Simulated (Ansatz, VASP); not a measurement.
## One calculation of C, two programs

The input INCAR:

```
SYSTEM = C
PREC     = Accurate       ! precision mode
ENCUT    = 520            ! plane-wave cutoff, eV
EDIFF    = 1E-6           ! SCF threshold, eV
ISMEAR   = 0              ! smearing method
SIGMA    = 0.05           ! smearing width, eV
LREAL    = .False.        ! projectors in reciprocal space
LASPH    = .True.         ! aspherical terms in the spheres
NELM     = 100            ! most SCF steps
ALGO     = Normal         ! electronic algorithm
ISIF     = 2              ! what is computed and relaxed
LWAVE    = .False.        ! write WAVECAR
LCHARG   = .False.        ! write CHGCAR
GGA      = PE             ! functional
NBANDS   = 26             ! bands
```

File KPOINTS:

```
Automatic mesh
0
Gamma
  12 12 4
  0 0 0
```

POSCAR

```
C
1.0
    2.4760125462      0.0000000000      0.0000000000
   -1.2380062731      2.1442897651      0.0000000000
    0.0000000000      0.0000000000      8.1660035800
C
8
Direct
   -0.0027514005     -0.0055028011      0.0929732494
   -0.0027514005     -0.0055028011      0.5929732494
   -0.0027514005     -0.0055028011      0.4070267506
   -0.0027514005     -0.0055028011      0.9070267506
    0.3360847339      0.6721694677      0.1555299995
    0.6694180672      0.3388361344      0.6555299995
    0.3360847339      0.6721694677      0.3444700005
    0.6694180672      0.3388361344      0.8444700005
```

Input for Ansatz:

```yaml
crystal:
  lattice:
    - [2.4760125462, 0.0, 0.0]
    - [-1.2380062731, 2.1442897651, 0.0]
    - [0.0, 0.0, 8.16600358]
  atoms:
    - { symbol: C, position: [-0.0027514005, -0.0055028011, 0.0929732494] }
    - { symbol: C, position: [-0.0027514005, -0.0055028011, 0.5929732494] }
    - { symbol: C, position: [-0.0027514005, -0.0055028011, 0.4070267506] }
    - { symbol: C, position: [-0.0027514005, -0.0055028011, 0.9070267506] }
    - { symbol: C, position: [0.3360847339, 0.6721694677, 0.1555299995] }
    - { symbol: C, position: [0.6694180672, 0.3388361344, 0.6555299995] }
    - { symbol: C, position: [0.3360847339, 0.6721694677, 0.3444700005] }
    - { symbol: C, position: [0.6694180672, 0.3388361344, 0.8444700005] }
basis:
  ecutwfc: 520.0
kpoints:
  mp_grid: { grid: [12, 12, 4] }
hamiltonian:
  xc: pbe
  pseudopotentials: { kind: paw, azcp: { folder: soft_1 } }
scf:
  occupations: { method: gaussian, width: 0.05 }
output:
  forces: true
  stress: true
  eigenvalues: true
```

Change from the starting cell: mode 14 frozen in at -0.012 Å, equal normal strain along x, y and z -0.0167.

Alike in both runs: task single point; functional PBE; k mesh 12 × 12 × 4; occupations gaussian, width 0.05 eV; no spin polarisation.

|  | VASP | Ansatz |
| --- | --- | --- |
| version | VASP 6.6.1 | Ansatz 0.2.0 |
| potentials or method | VASP PAW PBE potentials, release 64 (C), cutoff 520 eV | scalar-relativistic, plane waves, PAW |
| valence electrons in the cell | 32 | 32 |

```csv
,VASP,Ansatz,Ansatz less VASP
gap on the k mesh at the Fermi level (eV),4.58,4.59,+0.011
least direct gap on the mesh (eV),5.29,5.30,+0.007
pressure (GPa),25.1,24.3,-0.83
"traceless stress, the component that is largest in VASP (GPa)",0.13,0.12,-0.014
rms of the force components (eV/Å),0.485,0.481,-0.0039
```

Atom by atom the forces differ by 0.004 eV/Å (rms over components).
